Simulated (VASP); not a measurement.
Runs of VASP 6.6.1 on Rb. The structure is that of space group P6/mmm (No. 191), or close to it. The cells are those of the table. This isn't the form of Rb at room conditions, which is bcc.

| task | cell | cutoff (eV) | gap on the mesh (eV) | pressure (GPa) |
| --- | --- | --- | --- | --- |
| single point | a = 7.390, b = 7.390, c = 4.415 Å, angles 90.0, 90.0, 120.0°, 3 atoms | 520 | none | 1.3 |
| single point | a = 8.098, b = 8.098, c = 4.838 Å, angles 90.0, 90.0, 120.0°, 3 atoms | 520 | none | 0.0 |
| single point | a = 6.830, b = 6.830, c = 4.081 Å, angles 90.0, 90.0, 120.0°, 3 atoms | 520 | none | (a) |
| relaxation of shape and atoms at fixed volume | relaxed from a = 6.206, b = 6.206, c = 3.708 Å, angles 90.0, 90.0, 120.0°, 3 atoms | 600 | none | 8.7 |
| single point | a = 7.121, b = 7.121, c = 4.255 Å, angles 90.0, 90.0, 120.0°, 3 atoms | 520 | none | 2.2 |

Alike in all rows: level PBE; potentials or basis VASP PAW PBE potentials, release 64 (Rb_sv); no spin polarisation; k mesh 5 × 5 × 7; smearing fermi-dirac 0.05 eV.

Question: Fill in the values left out.

Answer: (a) 3.5.

Caveats: the cell stands under pressure (at least some runs); the relaxation stopped at its first step, so nothing moved (at least some runs).

A k mesh can miss the band edges, and the runs leave out spin-orbit coupling on Rb.

A gap of «none» marks levels without a gap at the run's occupations.
